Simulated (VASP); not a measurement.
Wanted: the native input for a VASP 6.6.1 run.

* Task: single point
* Functional: PBE
* Potentials or basis: VASP PAW PBE potentials, release 64 (Li_sv, Sb)
* Cutoff: 520 eV
* k mesh: 8 × 8 × 8
* Occupations: gaussian, width 0.1 eV
* Spin: no spin polarisation
* Dipole correction: no
* Further INCAR settings: ALGO = Fast; EDIFF = 1e-06; NBANDS = 23

The structure of Li7Sb lies in POSCAR:

```
Li7Sb
1.0
    4.4505487094      0.0000000000      0.0000000000
    0.0000000000      4.6410302004      3.3151611328
    0.0000000000     -4.6410302004      3.3151611328
Li Sb
7 1
Direct
    0.5000000000      0.0420621206      0.5413968100
    0.5000000000      0.5413968100      0.0420621206
    0.5000000000      0.5426764449      0.5426764449
    0.0000000000      0.2526174106      0.8301535467
    0.0000000000      0.3134365977      0.3134365977
    0.0000000000      0.7694675034      0.7694675034
    0.0000000000      0.8301535467      0.2526174106
    0.5000000000      0.0411486677      0.0411486677
```

One way to write it, as run:

INCAR

```
ALGO = Fast
EDIFF = 1E-6
ENCUT = 520
GGA = PE
ISIF = 2
ISMEAR = 0
LASPH = T
LCHARG = F
LREAL = F
LWAVE = F
NBANDS = 23
NELM = 60
PREC = Accurate
SIGMA = 0.1
```

KPOINTS

```
k-points
0
Gamma
  8 8 8
```

Potentials or basis: VASP PAW PBE potentials, release 64 (Li_sv, Sb).

Launch:

```bash
$ cat potpaw_PBE.64/Li_sv/POTCAR potpaw_PBE.64/Sb/POTCAR > POTCAR
$ mpirun -np 1 vasp_std > vasp.out
```

It gave:

| Quantity | Value |
| --- | --- |
| Largest force | 0.003 eV/Å |
| Band gap on the k mesh | zero (bands 13 and 14 overlap by 1.49 eV) |

Caveat: spin-orbit coupling is left out, which moves the levels of the heavy elements.

Wall time 3.6 min on 1 thread of Intel(R) Xeon(R) 6975P-C (Granite Rapids), on a shared host, peak memory 0.42 GiB.
